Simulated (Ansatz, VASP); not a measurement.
**BeS: VASP beside Ansatz**

Contents of POSCAR:

```
BeS
1.0
    0.0000000000      2.4250000000      2.4250000000
    2.4250000000      0.0000000000      2.4250000000
    2.4250000000      2.4250000000      0.0000000000
S Be
1 1
Direct
    0.7500000000      0.7500000000      0.7500000000
    0.0000000000      0.0000000000      0.0000000000
```

File INCAR.step1:

```
  ALGO = Normal
  EDIFF = 1E-5
  ENCUT = 520
  GGA = PE
  ISIF = 2
  ISMEAR = 0
  LASPH = T
  LREAL = F
  LWAVE = T
  NBANDS = 11
  NELM = 80
  PREC = Accurate
  SIGMA = 0.02
```

File INCAR.step2:

```
  AEXX = 0.1
  ALGO = Normal
  EDIFF = 1E-6
  ENCUT = 520
  ISIF = 2
  ISMEAR = 0
  ISTART = 1
  LASPH = T
  LCHARG = T
  LELF = T
  LHFCALC = T
  LMIXTAU = T
  LREAL = F
  LVHAR = T
  LWAVE = F
  METAGGA = R2SCAN
  NBANDS = 11
  NELM = 80
  PREC = Accurate
  PRECFOCK = Normal
  SIGMA = 0.02
```

KPOINTS

```
k-points
0
Gamma
  6 6 6
```

File input.yaml:

```yaml
crystal:
  lattice:
    - [0.0, 2.425, 2.425]
    - [2.425, 0.0, 2.425]
    - [2.425, 2.425, 0.0]
  atoms:
    - { symbol: S, position: [0.75, 0.75, 0.75] }
    - { symbol: Be, position: [0.0, 0.0, 0.0] }
hamiltonian:
  xc: r2scanh
  pseudopotentials: { kind: paw }
kpoints:
  mp_grid: { grid: [6, 6, 6] }
  band_path:
    path:
      - [[0.0, 0.0, 0.0], [0.5, 0.0, 0.5], [0.5, 0.25, 0.75], [0.375, 0.375, 0.75], [0.0, 0.0, 0.0], [0.5, 0.5, 0.5], [0.625, 0.25, 0.625], [0.5, 0.25, 0.75], [0.5, 0.5, 0.5], [0.375, 0.375, 0.75]]
      - [[0.625, 0.25, 0.625], [0.5, 0.0, 0.5]]
    npoints: 4
scf:
  occupations: { method: gaussian, width: 0.02 }
  n_extra_bands: 6
output:
  forces: true
  stress: true
  eigenvalues: true
  fatbands: false
```

Alike in both runs: functional r2SCANh; k mesh 6 × 6 × 6; occupations gaussian, width 0.02 eV; no spin polarisation.

|  | VASP | Ansatz |
| --- | --- | --- |
| version | VASP 6.6.1 | Ansatz 0.2.0 |
| potentials or method | VASP PAW PBE potentials, release 64 (S, Be) | Ansatz PAW |
| plane-wave cutoff (eV) | 520 | 500 |
| valence electrons in the cell | 8 | 8 |
| task | single point | band structure |

```tsv
	VASP	Ansatz	Ansatz less VASP
gap on the k mesh at the Fermi level (eV)	4.16	4.15	-0.009
least direct gap on the mesh (eV)	6.94	6.91	-0.023
pressure (GPa)	1.0	0.8	-0.21
```

VASP's potentials were made for PBE, not for r2SCANh. The functional is the same, so the differences come from potentials, cutoffs and numerics.
